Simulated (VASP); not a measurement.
# Pd (I4/mmm) in VASP: a series of runs

Runs on Pd. Level: PBE. Tasks: single point.

Program: VASP 6.6.1. These are calculated values, not measurements. Logs are shortened: lines on timing, memory, paths and dates and some standing lists are left out, and cuts for length are marked.

## Step 1: The cell of the first run

The structure is tetragonal, space group I4/mmm (No. 139). The conventional cell has a = 2.751 Å, b = 2.751 Å, c = 4.065 Å, α = 90.00°, β = 90.00°, γ = 90.00°. Pd (site symmetry 4/mmm) has 12 Pd at 2.75 to 2.81 Å within 3.6 Å.

## Step 2: Single point, PBE (strain +0.0450 x Voigt [0, 0, 1, 0, 0, 0])

Contents of INCAR:

```
PREC = Accurate
ENCUT = 520
EDIFF = 1E-6
ISMEAR = 0
SIGMA = 0.15
LREAL = F
LASPH = T
NELM = 60
ALGO = Normal
ISIF = 2
LWAVE = F
LCHARG = F
GGA = PE
NBANDS = 11
```

Contents of KPOINTS:

```
Automatic mesh
0
Gamma
  20 20 20
```

Contents of POSCAR:

```
Pd
1.0
    0.0000000000      1.9449000000      2.0324205000
    1.9449000000      0.0000000000      2.0324205000
    1.9449000000      1.9449000000      0.0000000000
Pd
1
Direct
    0.0000000000      0.0000000000      0.0000000000
```

Potentials or basis: VASP PAW PBE potentials, release 64 (Pd).

Run with:

```sh
cat potpaw_PBE.64/Pd/POTCAR > POTCAR
mpirun -np 1 vasp_std > vasp.out
```

OUTCAR:

```text
PREC = Accurate
   ENCUT = 520
   EDIFF = 1E-6
   ISMEAR = 0
   LREAL = F
   LASPH = T
   NELM = 60
   ISIF = 2
   GGA = PE

 ion  position               nearest neighbor table
   1  0.000  0.000  0.000-

  LATTYP: Found a body centered tetragonal cell.
 ALAT       =     2.7505039575
 C/A-ratio  =     1.4778531727

  Lattice vectors:

 A1 = (  -1.9449000000,   0.0000000000,   2.0324205000)
 A2 = (   1.9449000000,   0.0000000000,   2.0324205000)
 A3 = (   0.0000000000,   1.9449000000,  -2.0324205000)

Analysis of symmetry for initial positions (statically):
=====================================================================
 Subroutine PRICEL returns:
 Original cell was already a primitive cell.

 Routine SETGRP: Setting up the symmetry group for a
 body centered tetragonal supercell.

 Subroutine GETGRP returns: Found 16 space group operations
 (whereof 16 operations were pure point group operations)
 out of a pool of 16 trial point group operations.

The static configuration has the point symmetry D_4h.

Analysis of symmetry for dynamics (positions and initial velocities):
=====================================================================
 Subroutine PRICEL returns:
 Original cell was already a primitive cell.

 Routine SETGRP: Setting up the symmetry group for a
 body centered tetragonal supercell.

 Subroutine GETGRP returns: Found 16 space group operations
 (whereof 16 operations were pure point group operations)
 out of a pool of 16 trial point group operations.

The dynamic configuration has the point symmetry D_4h.

 Subroutine INISYM returns: Found 16 space group operations
 (whereof 16 operations are pure point group operations),
 and found     1 'primitive' translations

----------------------------------------------------------------------------------------

                                     Primitive cell

  volume of cell :      15.3758

  direct lattice vectors                    reciprocal lattice vectors
     0.000000000  1.944900000  2.032420500    -0.257082626  0.257082626  0.246012083
     1.944900000  0.000000000  2.032420500     0.257082626 -0.257082626  0.246012083
     1.944900000  1.944900000  0.000000000     0.257082626  0.257082626 -0.246012083

  length of vectors
     2.813071115  2.813071115  2.750503957     0.438981661  0.438981661  0.438981661

  position of ions in fractional coordinates (direct lattice)
     0.000000000  0.000000000  0.000000000

  ion indices of the primitive-cell ions
   primitive index   ion index
                 1           1
[... 80 lines left out ...]
   POTIM  = 0.5000    time-step for ionic-motion
   TEBEG  =    0.0;   TEEND  =   0.0 temperature during run
   PSTRESS=    0.0 pullay stress
   NELECT =      10.0000    total number of electrons
   NUPDOWN=      -1.0000    fix difference up-down
   EMIN   =  10.00;   EMAX   =-10.00  energy-range for DOS
   EFERMI =   0.00;   METHOD = LEGACY
   ISMEAR =     0;   SIGMA  =   0.15  broadening in eV -4-tet -1-fermi 0-gaus
   EFERMI_NEDOS =   21; number of points for ismear=-14 and -15
   IALGO  =     38    algorithm
   IMIX   =      4    mixing-type and parameters
     AMIX     =   0.40;   BMIX     =  1.00
     AMIX_MAG =   1.60;   BMIX_MAG =  1.00
  volume/ion in A,a.u.               =      15.38       103.76
  Fermi-wavevector in a.u.,A,eV,Ry     =   1.418389  2.680367 27.372586  2.011828
  Thomas-Fermi vector in A             =   2.539520
   LORBIT       =      0    0 simple, 1 ext, 2 COOP (PROOUT), +10 PAW based schemes
   GGA     = PE    functional components
   LHFCALC =     F    Hartree Fock is set to
   AEXX    =    0.0000 exact exchange contribution
   IVDW    =     0    specifies the selected vdW correction
   LEPSILON=     F    determine dielectric tensor
   LRPA    =     F    only Hartree local field effects (RPA)
 non-spin polarized calculation
 Gauss-broadening in eV      SIGMA  =   0.15
  energy-cutoff  :      520.00
  volume of cell :       15.38
 maximum number of plane-waves:       428
 NGX is ok and might be reduce to    24
   NGX = 11   NGY = 11   NGZ = 11

 number of electron      10.0000000 magnetization

 number of electron       9.9999999 magnetization

 Free energy of the ion-electron system (eV)
  ---------------------------------------------------
  ext. energy  EPLUGINS =         0.00000000
  ---------------------------------------------------
  free energy    TOTEN  =        -5.22629076 eV

  energy without entropy =       -5.19768919  energy(sigma->0) =       -5.21198997

 E-fermi :   9.0901     XC(G=0): -12.9271

 val. band max:        9.0890507129   @ k =  -0.2000   0.3000   0.2500
 cond. band min:       9.0910113869   @ k =   0.3500  -0.0000   0.2000
 fundamental gap:      0.0019606739
 Fermi energy:         9.0900602354

 k-point     1 :       0.0000    0.0000    0.0000
  band No.  band energies     occupation
      1       2.2755      2.00000
      2       6.1778      2.00000
      3       6.5806      2.00000
      4       6.5806      2.00000
      5       7.7290      2.00000
      6       8.1385      2.00000
      7      26.2940      0.00000
      8      30.1757      0.00000
      9      31.1234      0.00000
     10      31.1234      0.00000
     11      35.4215      0.00000
[... 309 lines left out ...]
 k-point    24 :      -0.3500    0.0500    0.0000
  band No.  band energies     occupation
      1       4.2631      2.00000
      2       6.3304      2.00000
      3       6.7371      2.00000
      4       7.8177      2.00000
      5       8.5168      2.00000
      6       9.2743      0.08230
      7      19.0204      0.00000
      8      26.0317      0.00000
      9      29.6046      0.00000
     10      31.8443      0.00000
     11      34.7181      0.00000

 [... further k-points ...]

------------------------ aborting loop because EDIFF is reached ----------------------------------------

  FORCE on cell =-STRESS in cart. coord.  units (eV):
  Direction    XX          YY          ZZ          XY          YZ          ZX
  --------------------------------------------------------------------------------------
  -------------------------------------------------------------------------------------
  Total        0.0150606      0.0150606     -0.2176402      0.0000000      0.0000000     -0.0000000
  in kB        1.5693361      1.5693361    -22.6783616      0.0000000      0.0000000     -0.0000000
  external PRESSURE =      -6.5132298 kB  Pullay stress =       0.0000000 kB

 VOLUME and BASIS-vectors are now :
 -----------------------------------------------------------------------------
  energy-cutoff  :      520.00
  volume of cell :       15.38
      direct lattice vectors                 reciprocal lattice vectors
     0.000000000  1.944900000  2.032420500    -0.257082626  0.257082626  0.246012083
     1.944900000  0.000000000  2.032420500     0.257082626 -0.257082626  0.246012083
     1.944900000  1.944900000  0.000000000     0.257082626  0.257082626 -0.246012083

 POSITION                                       TOTAL-FORCE (eV/Angst)
 -----------------------------------------------------------------------------------
      0.00000      0.00000      0.00000         0.000000     -0.000000     -0.000000
 -----------------------------------------------------------------------------------
    total drift:                                0.000000      0.000000     -0.000000

  FREE ENERGIE OF THE ION-ELECTRON SYSTEM (eV)
  ---------------------------------------------------
  free  energy   TOTEN  =        -5.2262907569 eV

  energy  without entropy=       -5.1976891870  energy(sigma->0) =       -5.21198997
```

OSZICAR:

```text
N       E                     dE             d eps       ncg     rms          rms(c)
DAV:   1     0.421814053197E+02    0.42181E+02   -0.51455E+03 14206   0.849E+02
DAV:   2    -0.494048467100E+01   -0.47122E+02   -0.45590E+02 15889   0.181E+02
DAV:   3    -0.549498385351E+01   -0.55450E+00   -0.55208E+00 16941   0.210E+01
DAV:   4    -0.549761016792E+01   -0.26263E-02   -0.26259E-02 16947   0.152E+00
DAV:   5    -0.549764044560E+01   -0.30278E-04   -0.30278E-04 18386   0.146E-01    0.689E+00
DAV:   6    -0.523747250501E+01    0.26017E+00   -0.11397E+00 17273   0.858E+00    0.337E+00
DAV:   7    -0.522948013444E+01    0.79924E-02   -0.99007E-03 17928   0.735E-01    0.183E+00
DAV:   8    -0.522629118144E+01    0.31890E-02   -0.97954E-04 17460   0.233E-01    0.577E-02
DAV:   9    -0.522628750023E+01    0.36812E-05   -0.39391E-05 18036   0.540E-02    0.219E-02
DAV:  10    -0.522629162479E+01   -0.41246E-05   -0.53156E-06 17341   0.207E-02    0.785E-03
DAV:  11    -0.522629075688E+01    0.86791E-06   -0.20336E-07 11467   0.476E-03
   1 F= -.52262908E+01 E0= -.52119900E+01  d E =-.286016E-01
```

Run time: 90 s. Hardware: 1 thread of Intel Xeon 8259CL, shared host; peak memory 0.23 GiB.

What came out:

* Free energy: -5.2263 eV
* Pressure: -0.7 GPa
* Band gap on the k mesh: zero (bands 5 and 6 overlap by 1.61 eV)

Caveat: the cell differs from its parent crystal (strain +0.0450 x Voigt [0, 0, 1, 0, 0, 0]).

## Step 3: Single point, PBE (strain +0.0525 x Voigt [0, 0, 1, 0, 0, 0])

Contents of INCAR:

```
ALGO = Normal ; EDIFF = 1E-6
ENCUT = 520 ; GGA = PE
ISIF = 2 ; ISMEAR = 0
LASPH = True ; LCHARG = False
LREAL = False ; LWAVE = False
NBANDS = 11 ; NELM = 60
PREC = Accurate ; SIGMA = 0.15
```

Contents of KPOINTS:

```
k-points
0
Gamma
  20 20 20
```

Contents of POSCAR:

```
Pd
1.0
    0.0000000000      1.9449000000      2.0470072500
    1.9449000000      0.0000000000      2.0470072500
    1.9449000000      1.9449000000      0.0000000000
Pd
1
Direct
    0.0000000000      0.0000000000      0.0000000000
```

Potentials or basis: VASP PAW PBE potentials, release 64 (Pd).

Run with:

```sh
cat potpaw_PBE.64/Pd/POTCAR > POTCAR
mpirun -np 1 vasp_std > vasp.out
```

It took 75 s on 1 thread of Intel Xeon 8259CL, shared host; peak memory 0.23 GiB.

Results (log left out):

- Free energy: -5.2243 eV
- Pressure: -1.8 GPa
- Band gap on the k mesh: zero (bands 5 and 6 overlap by 1.62 eV)

Stress tensor (GPa, compression positive):
```
-0.83  0.00  0.00
 0.00 -0.83  0.00
 0.00  0.00 -3.61
```

Levels at points of the mesh, in eV from the Fermi level:
```
           k point  band 1  band 2  band 3  band 4  band 5  band 6  band 7  band 8  band 9  band 10
(0.00, 0.00, 0.00)   -6.76   -2.92   -2.45   -2.45   -1.38   -0.91   17.21   20.95   22.03    22.03
(0.50, 0.00, 0.00)   -4.92   -2.86   -2.45   -0.12    0.07    1.14    6.96   16.40   20.23    21.20
(0.50, 0.50, 0.00)   -4.99   -4.73   -0.03    0.25    0.25    2.74    9.41   13.59   13.59    21.45
(0.50, 0.00, 0.50)   -4.99   -4.70   -0.07    0.10    0.43    3.69   10.73   12.55   12.78    20.63
```

Caveat: the cell differs from its parent crystal (strain +0.0525 x Voigt [0, 0, 1, 0, 0, 0]).

## Step 4: Single point, PBE (strain +0.0600 x Voigt [0, 0, 1, 0, 0, 0])

Contents of INCAR:

```
ALGO = Normal
EDIFF = 1E-6
ENCUT = 520
GGA = PE
ISIF = 2
ISMEAR = 0
LASPH = True
LCHARG = False
LREAL = False
LWAVE = False
NBANDS = 11
NELM = 60
PREC = Accurate
SIGMA = 0.15
```

KPOINTS is that of step 3.

Contents of POSCAR:

```
Pd
1.0
    0.0000000000      1.9449000000      2.0615940000
    1.9449000000      0.0000000000      2.0615940000
    1.9449000000      1.9449000000      0.0000000000
Pd
1
Direct
    0.0000000000      0.0000000000      0.0000000000
```

Run with:

```sh
cat potpaw_PBE.64/Pd/POTCAR > POTCAR
mpirun -np 1 vasp_std > vasp.out
```

It took 94 s on 1 thread of Intel Xeon 8259CL, shared host; peak memory 0.23 GiB.

It converged, with:

```yaml
Free_energy: -5.2214 eV
Pressure: -2.8 GPa
Band_gap_on_the_k_mesh: zero (bands 5 and 6 overlap by 1.63 eV)
```

Stress tensor (GPa, compression positive):
```
-1.76  0.00  0.00
 0.00 -1.76  0.00
 0.00  0.00 -4.88
```

Levels at points of the mesh, in eV from the Fermi level:
| k point | band 3 | band 4 | band 5 | band 6 | band 7 | band 8 |
| --- | --- | --- | --- | --- | --- | --- |
| (0.00, 0.00, 0.00) | -2.40 | -2.40 | -1.40 | -0.87 | 17.21 | 20.82 |
| (0.50, 0.00, 0.00) | -2.39 | -0.13 | 0.08 | 1.15 | 6.92 | 16.36 |
| (0.50, 0.50, 0.00) | -0.03 | 0.24 | 0.24 | 2.67 | 9.23 | 13.64 |
| (0.50, 0.00, 0.50) | -0.08 | 0.07 | 0.45 | 3.74 | 10.73 | 12.47 |

Caveat: the cell differs from its parent crystal (strain +0.0600 x Voigt [0, 0, 1, 0, 0, 0]).

## Step 5: The runs side by side

```tsv
cell	gap on the mesh (eV)	pressure (GPa)
a = 2.813, b = 2.813, c = 2.751 Å, angles 60.7, 60.7, 58.5°, 1 atom	none	-0.7
a = 2.824, b = 2.824, c = 2.751 Å, angles 60.9, 60.9, 58.3°, 1 atom	none	-1.8
a = 2.834, b = 2.834, c = 2.751 Å, angles 61.0, 61.0, 58.1°, 1 atom	none	-2.8
```

Alike in all rows: task single point; level PBE; potentials or basis VASP PAW PBE potentials, release 64 (Pd); no spin polarisation; k mesh 20 × 20 × 20; cutoff (eV) 520; smearing gaussian 0.15 eV.

Absolute energies hang on the potentials; compare differences alone.
